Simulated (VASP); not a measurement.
# Pd in VASP: notebook

The runs below take Pd through single point, with PBEsol.

Program: VASP 6.6.1. These are calculated values, not measurements. Logs are shortened: lines on timing, memory, paths and dates and some standing lists are left out, and cuts for length are marked.

## Step 1: The cell of the first run

The structure is cubic, space group Im-3m (No. 229). Conventional cell: a = 3.084 Å, b = 3.084 Å, c = 3.084 Å, α = 90.00°, β = 90.00°, γ = 90.00°. Within 3.5 Å of Pd (site symmetry m-3m) lie 14 Pd at 2.67 to 3.08 Å.

This isn't the form of Pd at room conditions, which is fcc.

## Step 2: Single point, PBEsol

INCAR

```
ALGO     = Normal         # electronic algorithm
EDIFF    = 1E-7           # SCF threshold, eV
ENCUT    = 520            # plane-wave cutoff, eV
GGA      = PS             # functional
ISIF     = 2              # what is computed and relaxed
ISMEAR   = 0              # smearing method
LASPH    = True           # aspherical terms in the spheres
LCHARG   = True           # write CHGCAR
LELF     = True           # ELF
LREAL    = False          # projectors in reciprocal space
LVHAR    = True         
LWAVE    = False          # write WAVECAR
NBANDS   = 17             # bands
NELM     = 80             # most SCF steps
PREC     = Accurate       # precision mode
SIGMA    = 0.1            # smearing width, eV
```

KPOINTS

```
k-points
0
Gamma
  14 14 14
```

POSCAR

```
Pd
1.0
    3.0836187606      0.0000000000      0.0000000000
    0.0000000000      3.0836187606      0.0000000000
    0.0000000000      0.0000000000      3.0836187606
Pd
2
Direct
    0.0000000000      0.0000000000      0.0000000000
    0.5000000000      0.5000000000      0.5000000000
```

Potentials or basis: VASP PAW PBE potentials, release 64 (Pd).

Started as:

```sh
> cat potpaw_PBE.64/Pd/POTCAR > POTCAR
> mpirun -np 1 vasp_std > vasp.out
```

OUTCAR:

```text
EDIFF = 1E-7
   ENCUT = 520
   GGA = PS
   ISIF = 2
   ISMEAR = 0
   LASPH = True
   LREAL = False
   NELM = 80
   PREC = Accurate

 ion  position               nearest neighbor table
   1  0.000  0.000  0.000-   2 2.67   2 2.67   2 2.67   2 2.67   2 2.67   2 2.67   2 2.67   2 2.67

   2  0.500  0.500  0.500-   1 2.67   1 2.67   1 2.67   1 2.67   1 2.67   1 2.67   1 2.67   1 2.67

  LATTYP: Found a simple cubic cell.
 ALAT       =     3.0836187606

  Lattice vectors:

 A1 = (   3.0836187606,   0.0000000000,   0.0000000000)
 A2 = (   0.0000000000,   3.0836187606,   0.0000000000)
 A3 = (   0.0000000000,   0.0000000000,   3.0836187606)

Analysis of symmetry for initial positions (statically):
=====================================================================
 Subroutine PRICEL returns following result:

  LATTYP: Found a body centered cubic cell.
 ALAT       =     3.0836187606

  Lattice vectors:

 A1 = (   1.5418093803,   1.5418093803,  -1.5418093803)
 A2 = (  -1.5418093803,   1.5418093803,   1.5418093803)
 A3 = (   1.5418093803,  -1.5418093803,   1.5418093803)

   2 primitive cells build up your supercell.

 Routine SETGRP: Setting up the symmetry group for a
 simple cubic supercell.

 Subroutine GETGRP returns: Found 48 space group operations
 (whereof 48 operations were pure point group operations)
 out of a pool of 48 trial point group operations.

The static configuration has the point symmetry O_h .

Analysis of symmetry for dynamics (positions and initial velocities):
=====================================================================
 Subroutine PRICEL returns following result:

  LATTYP: Found a body centered cubic cell.
 ALAT       =     3.0836187606

  Lattice vectors:

 A1 = (   1.5418093803,   1.5418093803,  -1.5418093803)
 A2 = (  -1.5418093803,   1.5418093803,   1.5418093803)
 A3 = (   1.5418093803,  -1.5418093803,   1.5418093803)

   2 primitive cells build up your supercell.

 Routine SETGRP: Setting up the symmetry group for a
 simple cubic supercell.

 Subroutine GETGRP returns: Found 48 space group operations
 (whereof 48 operations were pure point group operations)
 out of a pool of 48 trial point group operations.

The dynamic configuration has the point symmetry O_h .

 Subroutine INISYM returns: Found 48 space group operations
 (whereof 48 operations are pure point group operations),
 and found     2 'primitive' translations

----------------------------------------------------------------------------------------

                                     Primitive cell

  volume of cell :      14.6606

  direct lattice vectors                    reciprocal lattice vectors
     1.541809380  1.541809380 -1.541809380     0.324294304  0.324294304  0.000000000
    -1.541809380  1.541809380  1.541809380    -0.000000000  0.324294304  0.324294304
     1.541809380 -1.541809380  1.541809380     0.324294304  0.000000000  0.324294304

  length of vectors
     2.670492182  2.670492182  2.670492182     0.458621403  0.458621403  0.458621403

  position of ions in fractional coordinates (direct lattice)
     0.000000000  0.000000000  0.000000000

  ion indices of the primitive-cell ions
   primitive index   ion index
                 1           1

----------------------------------------------------------------------------------------

 KPOINTS: k-points

Automatic generation of k-mesh.
 Grid dimensions read from file:
 generate k-points for:   14   14   14

 Generating k-lattice:

  Cartesian coordinates                     Fractional coordinates (reciprocal lattice)
     0.023163879  0.000000000  0.000000000     0.071428571  0.000000000  0.000000000
     0.000000000  0.023163879  0.000000000     0.000000000  0.071428571  0.000000000
     0.000000000  0.000000000  0.023163879     0.000000000  0.000000000  0.071428571

  Length of vectors
     0.023163879  0.023163879  0.023163879

  Shift w.r.t. Gamma in fractional coordinates (k-lattice)
     0.000000000  0.000000000  0.000000000

 Subroutine IBZKPT returns following result:
 ===========================================

 Found    120 irreducible k-points:

 Following reciprocal coordinates:
            Coordinates               Weight
  0.000000  0.000000  0.000000      1.000000
  0.071429  0.000000  0.000000      6.000000
  0.142857  0.000000  0.000000      6.000000
  0.214286  0.000000  0.000000      6.000000
  0.285714  0.000000  0.000000      6.000000
  0.357143  0.000000  0.000000      6.000000
[... 16 lines left out ...]
  0.285714  0.214286  0.000000     24.000000
  0.357143  0.214286  0.000000     24.000000
 [... further k-points ...]
   k-points           NKPTS =    120   k-points in BZ     NKDIM =    120   number of bands    NBANDS=     17
   number of dos      NEDOS =    301   number of ions     NIONS =      2
   total plane-waves  NPLWV =  13824
   dimension x,y,z NGX =    24 NGY =   24 NGZ =   24
   dimension x,y,z NGXF=    48 NGYF=   48 NGZF=   48
   ions per type =               2
   NGX,Y,Z   is equivalent  to a cutoff of  12.94, 12.94, 12.94 a.u.
   NGXF,Y,Z  is equivalent  to a cutoff of  25.88, 25.88, 25.88 a.u.
 SYSTEM =  unknown system
   PREC   = accura    normal or accurate (medium, high low for compatibility)
   ISTART =      0    job   : 0-new  1-cont  2-samecut
   ICHARG =      2    charge: 1-file 2-atom 10-const
   ISPIN  =      1    spin polarized calculation?
   LNONCOLLINEAR =      F non collinear calculations
   LSORBIT =      F    spin-orbit coupling
   LASPH  =      T    aspherical Exc in radial PAW
   ENCUT  =  520.0 eV  38.22 Ry    6.18 a.u.   5.73  5.73  5.73*2*pi/ulx,y,z
   NELM   =     80;   NELMIN=  2; NELMDL= -5     # of ELM steps
   EDIFF  = 0.1E-06   stopping-criterion for ELM
   LREAL  =      F    real-space projection
   EDIFFG = 0.1E-05   stopping-criterion for IOM
   NSW    =      0    number of steps for IOM
   IBRION =     -1    ionic relax: 0-MD 1-quasi-New 2-CG
   NFREE  =      0    steps in history (QN), initial steepest desc. (CG)
   ISIF   =      2    stress and relaxation
   ISYM   =      2    0-nonsym 1-usesym 2-fastsym
   POTIM  = 0.5000    time-step for ionic-motion
   TEBEG  =    0.0;   TEEND  =   0.0 temperature during run
   PSTRESS=    0.0 pullay stress
   NELECT =      20.0000    total number of electrons
   NUPDOWN=      -1.0000    fix difference up-down
   EMIN   =  10.00;   EMAX   =-10.00  energy-range for DOS
   EFERMI =   0.00;   METHOD = LEGACY
   ISMEAR =     0;   SIGMA  =   0.10  broadening in eV -4-tet -1-fermi 0-gaus
   EFERMI_NEDOS =   21; number of points for ismear=-14 and -15
   IALGO  =     38    algorithm
   IMIX   =      4    mixing-type and parameters
     AMIX     =   0.40;   BMIX     =  1.00
     AMIX_MAG =   1.60;   BMIX_MAG =  1.00
  volume/ion in A,a.u.               =      14.66        98.93
  Fermi-wavevector in a.u.,A,eV,Ry     =   1.441089  2.723263 28.255731  2.076738
  Thomas-Fermi vector in A             =   2.559760
   LORBIT       =      0    0 simple, 1 ext, 2 COOP (PROOUT), +10 PAW based schemes
   GGA     = PS    functional components
   LHFCALC =     F    Hartree Fock is set to
   AEXX    =    0.0000 exact exchange contribution
   IVDW    =     0    specifies the selected vdW correction
   LEPSILON=     F    determine dielectric tensor
   LRPA    =     F    only Hartree local field effects (RPA)
 non-spin polarized calculation
 Gauss-broadening in eV      SIGMA  =   0.10
  energy-cutoff  :      520.00
  volume of cell :       29.32
 maximum number of plane-waves:       840
 NGX is ok and might be reduce to    24
   NGX = 11   NGY = 11   NGZ = 11

 number of electron      20.0000003 magnetization

 Free energy of the ion-electron system (eV)
  ---------------------------------------------------
  ext. energy  EPLUGINS =         0.00000000
  ---------------------------------------------------
  free energy    TOTEN  =       -11.81524734 eV

  energy without entropy =      -11.80065338  energy(sigma->0) =      -11.80795036

 E-fermi :   9.7181     XC(G=0): -13.4123

 val. band max:        9.7063379812   @ k =   0.0714   0.0714   0.0000
 cond. band min:       9.7248958456   @ k =   0.2857   0.2857   0.1429
 fundamental gap:      0.0185578644
 Fermi energy:         9.7180846675

 k-point     1 :       0.0000    0.0000    0.0000
  band No.  band energies     occupation
      1       2.4435      2.00000
      2       4.3934      2.00000
      3       4.3934      2.00000
      4       6.7196      2.00000
      5       6.7196      2.00000
      6       6.7196      2.00000
[... 9 lines left out ...]
     16      27.4806      0.00000
     17      27.5203      0.00000

 k-point     2 :       0.0714    0.0000    0.0000
  band No.  band energies     occupation
      1       2.5428      2.00000
      2       4.4392      2.00000
      3       4.4574      2.00000
      4       6.7215      2.00000
      5       6.7215      2.00000
      6       6.7547      2.00000
[... 9 lines left out ...]
     16      27.4696      0.00000
     17      28.1360      0.00000

 k-point     3 :       0.1429    0.0000    0.0000
  band No.  band energies     occupation
      1       2.8344      2.00000
      2       4.5755      2.00000
      3       4.6404      2.00000
      4       6.7312      2.00000
      5       6.7312      2.00000
      6       6.8586      2.00000
[... 9 lines left out ...]
     16      27.4389      0.00000
     17      28.6269      0.00000

 k-point     4 :       0.2143    0.0000    0.0000
  band No.  band energies     occupation
      1       3.2979      2.00000
      2       4.7984      2.00000
      3       4.9132      2.00000
      4       6.7595      2.00000
      5       6.7595      2.00000
      6       7.0281      2.00000
[... 9 lines left out ...]
     16      27.3953      0.00000
     17      28.2563      0.00000
[... 343 lines left out ...]
      1       3.9346      2.00000
      2       5.0395      2.00000
      3       5.4570      2.00000
      4       6.2083      2.00000
      5       6.8071      2.00000
      6       7.7613      2.00000
[... 9 lines left out ...]
     16      26.7415      0.00000
     17      28.1075      0.00000

 k-point    23 :       0.2857    0.2143    0.0000
  band No.  band energies     occupation
      1       4.2944      2.00000
      2       5.1373      2.00000
      3       5.8298      2.00000
      4       6.1061      2.00000
      5       6.9734      2.00000
      6       7.2879      2.00000
[... 9 lines left out ...]
     16      26.4882      0.00000
     17      27.5133      0.00000

 k-point    24 :       0.3571    0.2143    0.0000
  band No.  band energies     occupation
      1       4.6108      2.00000
      2       5.1846      2.00000
      3       6.0810      2.00000
      4       6.2161      2.00000
      5       6.8749      2.00000
      6       7.1576      2.00000
[... 9 lines left out ...]
     16      26.2731      0.00000
     17      26.9376      0.00000

 [... further k-points ...]

------------------------ aborting loop because EDIFF is reached ----------------------------------------

  FORCE on cell =-STRESS in cart. coord.  units (eV):
  Direction    XX          YY          ZZ          XY          YZ          ZX
  --------------------------------------------------------------------------------------
  -------------------------------------------------------------------------------------
  Total       -0.0430584     -0.0430584     -0.0430584      0.0000000      0.0000000     -0.0000000
  in kB       -2.3528088     -2.3528088     -2.3528088      0.0000000      0.0000000     -0.0000000
  external PRESSURE =      -2.3528088 kB  Pullay stress =       0.0000000 kB

 VOLUME and BASIS-vectors are now :
 -----------------------------------------------------------------------------
  energy-cutoff  :      520.00
  volume of cell :       29.32
      direct lattice vectors                 reciprocal lattice vectors
     3.083618761  0.000000000  0.000000000     0.324294304  0.000000000  0.000000000
     0.000000000  3.083618761  0.000000000     0.000000000  0.324294304  0.000000000
     0.000000000  0.000000000  3.083618761     0.000000000  0.000000000  0.324294304

 POSITION                                       TOTAL-FORCE (eV/Angst)
 -----------------------------------------------------------------------------------
      0.00000      0.00000      0.00000        -0.000000     -0.000000     -0.000000
      1.54181      1.54181      1.54181         0.000000      0.000000      0.000000
 -----------------------------------------------------------------------------------
    total drift:                                0.000000      0.000000     -0.000000

  FREE ENERGIE OF THE ION-ELECTRON SYSTEM (eV)
  ---------------------------------------------------
  free  energy   TOTEN  =       -11.8152473426 eV

  energy  without entropy=      -11.8006533822  energy(sigma->0) =      -11.80795036
```

Run time: 50 s. Hardware: 1 thread of Intel Xeon 8259CL, shared host; peak memory 0.18 GiB.

What came out:

```
Free energy            : -11.8152 eV
Pressure               : -0.2 GPa
Band gap on the k mesh : zero (bands 10 and 11 overlap by 1.09 eV)
```

Caveat: the PAW data sets were made with another functional, which shifts forces and pressure a little.

## Step 3: Single point, PBEsol (uniaxial strain along c: -3.0 %)

INCAR

```
  ALGO = Fast
  EDIFF = 1E-7
  ENCUT = 520
  GGA = PS
  ISIF = 2
  ISMEAR = 0
  LASPH = True
  LCHARG = False
  LREAL = False
  LWAVE = False
  NBANDS = 17
  NELM = 60
  PREC = Accurate
  SIGMA = 0.1
```

KPOINTS is that of step 2.

POSCAR

```
Pd
1.0
    3.1067459013      0.0000000000      0.0000000000
    0.0000000000      3.1067459013      0.0000000000
    0.0000000000      0.0000000000      2.9911101978
Pd
2
Direct
    0.0000000000      0.0000000000      0.0000000000
    0.5000000000      0.5000000000      0.5000000000
```

Potentials or basis: VASP PAW PBE potentials, release 64 (Pd).

Started as:

```sh
> cat potpaw_PBE.64/Pd/POTCAR > POTCAR
> mpirun -np 1 vasp_std > vasp.out
```

OUTCAR:

```text
EDIFF = 1E-7
   ENCUT = 520
   GGA = PS
   ISIF = 2
   ISMEAR = 0
   LASPH = True
   LREAL = False
   NELM = 60
   PREC = Accurate

 ion  position               nearest neighbor table
   1  0.000  0.000  0.000-   2 2.66   2 2.66   2 2.66   2 2.66   2 2.66   2 2.66   2 2.66   2 2.66

   2  0.500  0.500  0.500-   1 2.66   1 2.66   1 2.66   1 2.66   1 2.66   1 2.66   1 2.66   1 2.66

  LATTYP: Found a simple tetragonal cell.
 ALAT       =     3.1067459013
 C/A-ratio  =     0.9627791563

  Lattice vectors:

 A1 = (   3.1067459013,   0.0000000000,   0.0000000000)
 A2 = (   0.0000000000,   3.1067459013,   0.0000000000)
 A3 = (   0.0000000000,   0.0000000000,   2.9911101978)

Analysis of symmetry for initial positions (statically):
=====================================================================
 Subroutine PRICEL returns following result:

  LATTYP: Found a body centered tetragonal cell.
 ALAT       =     3.1067459013
 C/A-ratio  =     0.9627791563

  Lattice vectors:

 A1 = (  -1.5533729507,  -1.5533729507,  -1.4955550989)
 A2 = (   1.5533729507,   1.5533729507,  -1.4955550989)
 A3 = (   1.5533729507,  -1.5533729507,   1.4955550989)

   2 primitive cells build up your supercell.

 Routine SETGRP: Setting up the symmetry group for a
 simple tetragonal supercell.

 Subroutine GETGRP returns: Found 16 space group operations
 (whereof 16 operations were pure point group operations)
 out of a pool of 16 trial point group operations.

The static configuration has the point symmetry D_4h.

Analysis of symmetry for dynamics (positions and initial velocities):
=====================================================================
 Subroutine PRICEL returns following result:

  LATTYP: Found a body centered tetragonal cell.
 ALAT       =     3.1067459013
 C/A-ratio  =     0.9627791563

[... 129 lines left out ...]
   EFERMI_NEDOS =   21; number of points for ismear=-14 and -15
   IALGO  =     68    algorithm
   IMIX   =      4    mixing-type and parameters
     AMIX     =   0.40;   BMIX     =  1.00
     AMIX_MAG =   1.60;   BMIX_MAG =  1.00
  volume/ion in A,a.u.               =      14.43        97.41
  Fermi-wavevector in a.u.,A,eV,Ry     =   1.448561  2.737384 28.549509  2.098330
  Thomas-Fermi vector in A             =   2.566388
   LORBIT       =      0    0 simple, 1 ext, 2 COOP (PROOUT), +10 PAW based schemes
   GGA     = PS    functional components
   LHFCALC =     F    Hartree Fock is set to
   AEXX    =    0.0000 exact exchange contribution
   IVDW    =     0    specifies the selected vdW correction
   LEPSILON=     F    determine dielectric tensor
   LRPA    =     F    only Hartree local field effects (RPA)
 non-spin polarized calculation
 RMM-DIIS sequential band-by-band and
 Gauss-broadening in eV      SIGMA  =   0.10
  energy-cutoff  :      520.00
  volume of cell :       28.87
 maximum number of plane-waves:       796
 NGX is ok and might be reduce to    24
   NGX = 11   NGY = 11   NGZ = 11

 number of electron      20.0000008 magnetization

 Free energy of the ion-electron system (eV)
  ---------------------------------------------------
  ext. energy  EPLUGINS =         0.00000000
  ---------------------------------------------------
  free energy    TOTEN  =       -11.81567133 eV

  energy without entropy =      -11.80202892  energy(sigma->0) =      -11.80885013

 E-fermi :   9.9689     XC(G=0): -13.5098

 val. band max:        9.9638672794   @ k =   0.5000   0.0714   0.5000
 cond. band min:       9.9750322119   @ k =   0.1429   0.1429   0.2857
 fundamental gap:      0.0111649325
 Fermi energy:         9.9688797681

 k-point     1 :       0.0000    0.0000    0.0000
  band No.  band energies     occupation
      1       2.5878      2.00000
      2       4.5060      2.00000
      3       4.5359      2.00000
      4       6.7232      2.00000
      5       7.0105      2.00000
      6       7.0105      2.00000
[... 457 lines left out ...]
      4       6.4261      2.00000
      5       7.2293      2.00000
      6       7.2988      2.00000
[... 9 lines left out ...]
     16      27.1937      0.00000
     17      27.4897      0.00000

 [... further k-points ...]

------------------------ aborting loop because EDIFF is reached ----------------------------------------

  FORCE on cell =-STRESS in cart. coord.  units (eV):
  Direction    XX          YY          ZZ          XY          YZ          ZX
  --------------------------------------------------------------------------------------
  -------------------------------------------------------------------------------------
  Total        0.6195093      0.6195093      0.3260800      0.0000000      0.0000000      0.0000000
  in kB       34.3806842     34.3806842     18.0963473      0.0000000      0.0000000      0.0000000
  external PRESSURE =      28.9525719 kB  Pullay stress =       0.0000000 kB

 VOLUME and BASIS-vectors are now :
 -----------------------------------------------------------------------------
  energy-cutoff  :      520.00
  volume of cell :       28.87
      direct lattice vectors                 reciprocal lattice vectors
     3.106745901  0.000000000  0.000000000     0.321880203  0.000000000  0.000000000
     0.000000000  3.106745901  0.000000000     0.000000000  0.321880203  0.000000000
     0.000000000  0.000000000  2.991110198     0.000000000  0.000000000  0.334324025

 POSITION                                       TOTAL-FORCE (eV/Angst)
 -----------------------------------------------------------------------------------
      0.00000      0.00000      0.00000        -0.000000      0.000000     -0.000000
      1.55337      1.55337      1.49556         0.000000     -0.000000      0.000000
 -----------------------------------------------------------------------------------
    total drift:                                0.000000      0.000000     -0.000000

  FREE ENERGIE OF THE ION-ELECTRON SYSTEM (eV)
  ---------------------------------------------------
  free  energy   TOTEN  =       -11.8156713344 eV

  energy  without entropy=      -11.8020289181  energy(sigma->0) =      -11.80885013
```

It took 2.4 min on 1 thread of Intel Xeon 8259CL, shared host; peak memory 0.23 GiB.

Results:

```
Free energy            : -11.8157 eV
Pressure               : 2.9 GPa
Band gap on the k mesh : zero (bands 10 and 11 overlap by 1.12 eV)
```

Stress tensor (GPa, compression positive):
```
3.44 0.00 0.00
0.00 3.44 0.00
0.00 0.00 1.81
```

Caveat: the cell differs from its parent crystal (uniaxial strain along c: -3.0 %); the PAW data sets were made with another functional, which shifts forces and pressure a little.
